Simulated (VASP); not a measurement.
# Ru in VASP: notebook, part 3 of 3

VASP 6.6.1. The steps go on from the part before.

## Step 5: Single point, PBE

This run uses another cell than the first one, of 14.77 Å³/atom.

File INCAR:

```
SYSTEM = Ru
ALGO     = Fast           ! electronic algorithm
EDIFF    = 1E-6           ! SCF threshold, eV
ENCUT    = 520            ! plane-wave cutoff, eV
GGA      = PE             ! functional
ISIF     = 2              ! what is computed and relaxed
ISMEAR   = 0              ! smearing method
LASPH    = .True.         ! aspherical terms in the spheres
LCHARG   = .False.        ! write CHGCAR
LREAL    = .False.        ! projectors in reciprocal space
LWAVE    = .False.        ! write WAVECAR
NBANDS   = 36             ! bands
NELM     = 80             ! most SCF steps
PREC     = Accurate       ! precision mode
SIGMA    = 0.1            ! smearing width, eV
```

File KPOINTS:

```
k-points
0
Gamma
  9 9 2
  0 0 0
```

File POSCAR:

```
Ru
1.0
    2.9165352059      0.0000000000      0.0000000000
   -1.4582676030      2.5257935793      0.0000000000
    0.0000000000      0.0000000000      8.0175237190
Ru
4
Direct
    0.0000000000      0.0000000000      0.0000000000
    0.0000000000      0.0000000000      0.5000000000
    0.3333333333      0.6666666667      0.0050000000
    0.6666666667      0.3333333333      0.5050000000
```

Potentials or basis: VASP PAW PBE potentials, release 64 (Ru_pv).

The run is started by

```
$ cat potpaw_PBE.64/Ru_pv/POTCAR > POTCAR
$ mpirun -np 1 vasp_std > vasp.out
```

OUTCAR:

```text
SYSTEM = Ru
   EDIFF = 1E-6
   ENCUT = 520
   GGA = PE
   ISIF = 2
   ISMEAR = 0
   LASPH = .True.
   LREAL = .False.
   NELM = 80
   PREC = Accurate

 ion  position               nearest neighbor table
   1  0.000  0.000  0.000-   3 1.68   3 1.68   3 1.68
   2  0.000  0.000  0.500-   4 1.68   4 1.68   4 1.68
   3  0.333  0.667  0.005-   1 1.68   1 1.68   1 1.68
   4  0.667  0.333  0.505-   2 1.68   2 1.68   2 1.68

  LATTYP: Found a hexagonal cell.
 ALAT       =     2.9165352059
 C/A-ratio  =     2.7489891782

  Lattice vectors:

 A1 = (   2.9165352059,   0.0000000000,   0.0000000000)
 A2 = (  -1.4582676030,   2.5257935793,   0.0000000000)
 A3 = (   0.0000000000,   0.0000000000,   8.0175237190)

Analysis of symmetry for initial positions (statically):
=====================================================================
 Subroutine PRICEL returns:
 Original cell was already a primitive cell.

 Routine SETGRP: Setting up the symmetry group for a
 hexagonal supercell.

 Subroutine GETGRP returns: Found 12 space group operations
 (whereof  6 operations were pure point group operations)
 out of a pool of 24 trial point group operations.

The static configuration has the point symmetry C_3v.
 The point group associated with its full space group is C_6v.

Analysis of symmetry for dynamics (positions and initial velocities):
=====================================================================
 Subroutine PRICEL returns:
 Original cell was already a primitive cell.

 Routine SETGRP: Setting up the symmetry group for a
 hexagonal supercell.

 Subroutine GETGRP returns: Found 12 space group operations
 (whereof  6 operations were pure point group operations)
 out of a pool of 24 trial point group operations.

The dynamic configuration has the point symmetry C_3v.
 The point group associated with its full space group is C_6v.

 Subroutine INISYM returns: Found 12 space group operations
 (whereof  6 operations are pure point group operations),
 and found     1 'primitive' translations

----------------------------------------------------------------------------------------

                                     Primitive cell

  volume of cell :      59.0616

  direct lattice vectors                    reciprocal lattice vectors
     2.916535206  0.000000000  0.000000000     0.342872597  0.197957586  0.000000000
    -1.458267603  2.525793579  0.000000000     0.000000000  0.395915172  0.000000000
     0.000000000  0.000000000  8.017523719     0.000000000  0.000000000  0.124726790

  length of vectors
     2.916535206  2.916535206  8.017523719     0.395915172  0.395915172  0.124726790

  position of ions in fractional coordinates (direct lattice)
     0.000000000  0.000000000  0.000000000
     0.000000000  0.000000000  0.500000000
     0.333333333  0.666666667  0.005000000
     0.666666667  0.333333333  0.505000000

  ion indices of the primitive-cell ions
   primitive index   ion index
                 1           1
                 2           2
                 3           3
                 4           4

----------------------------------------------------------------------------------------

 KPOINTS: k-points

Automatic generation of k-mesh.
 Grid dimensions read from file:
 generate k-points for:    9    9    2

 Generating k-lattice:

  Cartesian coordinates                     Fractional coordinates (reciprocal lattice)
     0.038096955  0.021995287  0.000000000     0.111111111  0.000000000  0.000000000
     0.000000000  0.043990575  0.000000000     0.000000000  0.111111111  0.000000000
     0.000000000  0.000000000  0.062363395     0.000000000  0.000000000  0.500000000

  Length of vectors
     0.043990575  0.043990575  0.062363395

  Shift w.r.t. Gamma in fractional coordinates (k-lattice)
     0.000000000  0.000000000  0.000000000

 Subroutine IBZKPT returns following result:
 ===========================================

 Found     24 irreducible k-points:

 Following reciprocal coordinates:
            Coordinates               Weight
  0.000000  0.000000  0.000000      1.000000
  0.111111  0.000000  0.000000      6.000000
  0.222222 -0.000000  0.000000      6.000000
  0.333333  0.000000  0.000000      6.000000
  0.444444 -0.000000  0.000000      6.000000
  0.111111  0.111111  0.000000      6.000000
[... 16 lines left out ...]
  0.333333  0.222222  0.500000     12.000000
  0.333333  0.333333  0.500000      2.000000
   k-points           NKPTS =     24   k-points in BZ     NKDIM =     24   number of bands    NBANDS=     36
   number of dos      NEDOS =    301   number of ions     NIONS =      4
   total plane-waves  NPLWV =  34560
   dimension x,y,z NGX =    24 NGY =   24 NGZ =   60
   dimension x,y,z NGXF=    48 NGYF=   48 NGZF=  120
   ions per type =               4
   NGX,Y,Z   is equivalent  to a cutoff of  13.68, 13.68, 12.44 a.u.
   NGXF,Y,Z  is equivalent  to a cutoff of  27.36, 27.36, 24.88 a.u.
 SYSTEM =  Ru
   PREC   = accura    normal or accurate (medium, high low for compatibility)
   ISTART =      0    job   : 0-new  1-cont  2-samecut
   ICHARG =      2    charge: 1-file 2-atom 10-const
   ISPIN  =      1    spin polarized calculation?
   LNONCOLLINEAR =      F non collinear calculations
   LSORBIT =      F    spin-orbit coupling
   LASPH  =      T    aspherical Exc in radial PAW
   ENCUT  =  520.0 eV  38.22 Ry    6.18 a.u.   5.42  5.42 14.91*2*pi/ulx,y,z
   NELM   =     80;   NELMIN=  2; NELMDL= -5     # of ELM steps
   EDIFF  = 0.1E-05   stopping-criterion for ELM
   LREAL  =      F    real-space projection
   EDIFFG = 0.1E-04   stopping-criterion for IOM
   NSW    =      0    number of steps for IOM
   IBRION =     -1    ionic relax: 0-MD 1-quasi-New 2-CG
   NFREE  =      0    steps in history (QN), initial steepest desc. (CG)
   ISIF   =      2    stress and relaxation
   ISYM   =      2    0-nonsym 1-usesym 2-fastsym
   POTIM  = 0.5000    time-step for ionic-motion
   TEBEG  =    0.0;   TEEND  =   0.0 temperature during run
   PSTRESS=    0.0 pullay stress
   NELECT =      56.0000    total number of electrons
   NUPDOWN=      -1.0000    fix difference up-down
   EMIN   =  10.00;   EMAX   =-10.00  energy-range for DOS
   EFERMI =   0.00;   METHOD = LEGACY
   ISMEAR =     0;   SIGMA  =   0.10  broadening in eV -4-tet -1-fermi 0-gaus
   EFERMI_NEDOS =   21; number of points for ismear=-14 and -15
   IALGO  =     68    algorithm
   IMIX   =      4    mixing-type and parameters
     AMIX     =   0.40;   BMIX     =  1.00
     AMIX_MAG =   1.60;   BMIX_MAG =  1.00
  volume/ion in A,a.u.               =      14.77        99.64
  Fermi-wavevector in a.u.,A,eV,Ry     =   1.608307  3.039260 35.193547  2.586653
  Thomas-Fermi vector in A             =   2.704198
   LORBIT       =      0    0 simple, 1 ext, 2 COOP (PROOUT), +10 PAW based schemes
   GGA     = PE    functional components
   LHFCALC =     F    Hartree Fock is set to
   AEXX    =    0.0000 exact exchange contribution
   IVDW    =     0    specifies the selected vdW correction
   LEPSILON=     F    determine dielectric tensor
   LRPA    =     F    only Hartree local field effects (RPA)
 non-spin polarized calculation
 RMM-DIIS sequential band-by-band and
 Gauss-broadening in eV      SIGMA  =   0.10
  energy-cutoff  :      520.00
  volume of cell :       59.06
 maximum number of plane-waves:      1626
 NGX is ok and might be reduce to    24
   NGX = 11   NGY = 11   NGZ = 29

 number of electron      55.9999995 magnetization

 Free energy of the ion-electron system (eV)
  ---------------------------------------------------
  ext. energy  EPLUGINS =         0.00000000
  ---------------------------------------------------
  free energy    TOTEN  =        28.36935800 eV

  energy without entropy =       28.38086944  energy(sigma->0) =       28.37511372

 E-fermi :  12.2426     XC(G=0): -12.3709

 val. band max:       12.1941752154   @ k =   0.2222   0.1111   0.0000
 cond. band min:      12.2975760262   @ k =   0.1111   0.0000   0.5000
 fundamental gap:      0.1034008108
 Fermi energy:        12.2426403622

 k-point     1 :       0.0000    0.0000    0.0000
  band No.  band energies     occupation
      1     -40.6174      2.00000
      2     -40.6174      2.00000
      3     -40.6173      2.00000
      4     -40.6173      2.00000
      5     -35.0844      2.00000
      6     -35.0784      2.00000
[... 925 lines left out ...]
     35      18.3862      0.00000
     36      18.3862      0.00000

------------------------ aborting loop because EDIFF is reached ----------------------------------------

  FORCE on cell =-STRESS in cart. coord.  units (eV):
  Direction    XX          YY          ZZ          XY          YZ          ZX
  --------------------------------------------------------------------------------------
  -------------------------------------------------------------------------------------
  Total      222.7219214    222.7219213     -0.0184789     -0.0000000      0.0000000      0.0000000
  in kB     6041.8260215   6041.8260213     -0.5012808     -0.0000001      0.0000000      0.0000000
  external PRESSURE =    4027.7169206 kB  Pullay stress =       0.0000000 kB

 VOLUME and BASIS-vectors are now :
 -----------------------------------------------------------------------------
  energy-cutoff  :      520.00
  volume of cell :       59.06
      direct lattice vectors                 reciprocal lattice vectors
     2.916535206  0.000000000  0.000000000     0.342872597  0.197957586  0.000000000
    -1.458267603  2.525793579  0.000000000     0.000000000  0.395915172  0.000000000
     0.000000000  0.000000000  8.017523719     0.000000000  0.000000000  0.124726790

 POSITION                                       TOTAL-FORCE (eV/Angst)
 -----------------------------------------------------------------------------------
      0.00000      0.00000      0.00000        -0.000000      0.000000     -4.964793
      0.00000      0.00000      4.00876         0.000000     -0.000000     -4.964793
     -0.00000      1.68386      0.04009        -0.000000      0.000000      4.964793
      1.45827      0.84193      4.04885         0.000000     -0.000000      4.964793
 -----------------------------------------------------------------------------------
    total drift:                                0.000000      0.000000     -0.000165

  FREE ENERGIE OF THE ION-ELECTRON SYSTEM (eV)
  ---------------------------------------------------
  free  energy   TOTEN  =        28.3693579961 eV

  energy  without entropy=       28.3808694369  energy(sigma->0) =       28.37511372
```

Run time: 58 s. Hardware: 1 thread of AMD EPYC 7R13 (Zen 3), shared host; peak memory 0.16 GiB.

Results:

```
Free energy            : 28.3694 eV
Pressure               : 402.8 GPa
Largest force          : 4.965 eV/Å
Band gap on the k mesh : zero (bands 28 and 29 overlap by 2.58 eV)
```

Forces on the atoms (eV/Å):
```
Ru   0.000  0.000 -4.965
Ru   0.000  0.000 -4.965
Ru   0.000  0.000  4.965
Ru   0.000  0.000  4.965
```

Stress tensor (GPa, compression positive):
```
604.18   0.00   0.00
  0.00 604.18   0.00
  0.00   0.00  -0.05
```

Levels at points of the mesh, in eV from the Fermi level:
```
           k point  band 25  band 26  band 27  band 28  band 29  band 30  band 31  band 32
(0.00, 0.00, 0.00)    -3.04    -1.36    -1.36    -1.35    -1.35     0.08     0.08     0.12
(0.00, 0.00, 0.50)    -1.35    -1.35    -1.35    -1.35    -0.35    -0.35     0.10     0.10
```

Caveat: the k points lie up to 0.39 Å⁻¹ apart, too coarse for converged energies and pressures of a metal; atoms lie so close that the PAW spheres overlap strongly, which falsifies energies and pressures; forces of over 1 eV/Å act on the atoms, so gaps and moduli don't describe the material at rest.

## Step 6: The runs side by side

| cell | k mesh | gap on the mesh (eV) | pressure (GPa) | largest force (eV/Å) |
| --- | --- | --- | --- | --- |
| a = 2.689, b = 2.689, c = 9.323 Å, angles 90.0, 90.0, 120.0°, 4 atoms, atomic positions A | 21 × 21 × 6 | none | 0.0 | 0.01 |
| a = 3.705, b = 3.705, c = 5.439 Å, angles 90.0, 90.0, 120.0°, 4 atoms, atomic positions B | 6 × 6 × 2 | none | 0.0 | - |
| a = 3.729, b = 3.729, c = 5.375 Å, angles 90.0, 90.0, 120.0°, 4 atoms, atomic positions B | 6 × 6 × 4 | none | 0.3 | - |
| a = 2.917, b = 2.917, c = 8.018 Å, angles 90.0, 90.0, 120.0°, 4 atoms, atomic positions C | 9 × 9 × 2 | none | 402.8 | 4.96 |

Alike in all rows: task single point; level PBE; potentials or basis VASP PAW PBE potentials, release 64 (Ru_pv); no spin polarisation; cutoff (eV) 520; smearing gaussian 0.1 eV.

Caveats: some runs use coarse meshes; atoms lie so close that the PAW spheres overlap strongly, which falsifies energies and pressures (at least some runs); forces of over 1 eV/Å act on the atoms, so gaps and moduli don't describe the material at rest (at least some runs).

Total energies depend on the potentials used, so only differences within one code and one set of settings carry meaning.
